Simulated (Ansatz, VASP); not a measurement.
## SnO in VASP and in Ansatz

The input POSCAR:

```
SnO
1.0
    3.2607495069      0.0000000000      0.0000000000
    0.0000000000      3.2607495069      0.0000000000
    0.0000000000      0.0000000000      3.1034067830
Sn O
1 1
Direct
    0.0000000000      0.0000000000      0.0000000000
    0.5000000000      0.5000000000      0.5000000000
```

INCAR.step1

```
SYSTEM = SnO
PREC = Accurate ; ENCUT = 520
ISMEAR = -1 ; SIGMA = 0.02
LREAL = .False. ; LASPH = .True.
NELM = 80 ; NBANDS = 17
GGA = PE ; ALGO = Normal
EDIFF = 1E-4 ; LWAVE = .True.
LCHARG = .False.
```

INCAR.step2

```
SYSTEM = SnO
PREC = Accurate ; ENCUT = 520
EDIFF = 1E-6 ; ISMEAR = -1
SIGMA = 0.02 ; LREAL = .False.
LASPH = .True. ; NELM = 80
ALGO = Normal ; ISIF = 2
LWAVE = .False. ; LCHARG = .False.
METAGGA = R2SCAN ; LMIXTAU = .True.
NBANDS = 17 ; ISTART = 1
```

File KPOINTS:

```
regular mesh
0
Gamma
  8 8 8
  0 0 0
```

Input for Ansatz:

```yaml
crystal:
  lattice:
    - [3.2607495069, 0.0, 0.0]
    - [0.0, 3.2607495069, 0.0]
    - [0.0, 0.0, 3.103406783]
  atoms:
    - { symbol: Sn, position: [0.0, 0.0, 0.0] }
    - { symbol: O, position: [0.5, 0.5, 0.5] }
kpoints:
  mp_grid: { grid: [8, 8, 8] }
  band_path:
    path:
      - [0.0, 0.0, 0.0]
      - [0.0, 0.5, 0.0]
      - [0.5, 0.5, 0.0]
      - [0.5, 0.5, 0.5]
      - [0.0, 0.125, -0.5]
    npoints: 1
hamiltonian:
  xc: r2scan
scf:
  occupations: { method: fermi_dirac, width: 0.02 }
  n_extra_bands: 4
output:
  forces: true
  stress: true
  eigenvalues: true
```

Change from the starting cell: biaxial_xy strain +5.1%.

Alike in both runs: task single point; functional r2SCAN; k mesh 8 × 8 × 8; occupations fermi-dirac, width 0.02 eV; no spin polarisation.

|  | VASP | Ansatz |
| --- | --- | --- |
| version | VASP 6.6.1 | Ansatz 0.2.0 |
| potentials or method | VASP PAW PBE potentials, release 64 (Sn_d, O) | plane waves, PAW |
| plane-wave cutoff (eV) | 520 | 500 |
| valence electrons in the cell | 20 | 20 |

Ansatz gave:

- pressure (GPa): -8.8
- traceless stress, the component that is largest in VASP (GPa): 3.78

Estimate VASP's values.

pressure (GPa): -8.8; traceless stress, the component that is largest in VASP (GPa): 3.79.

VASP's potentials were made for PBE, not for r2SCAN.
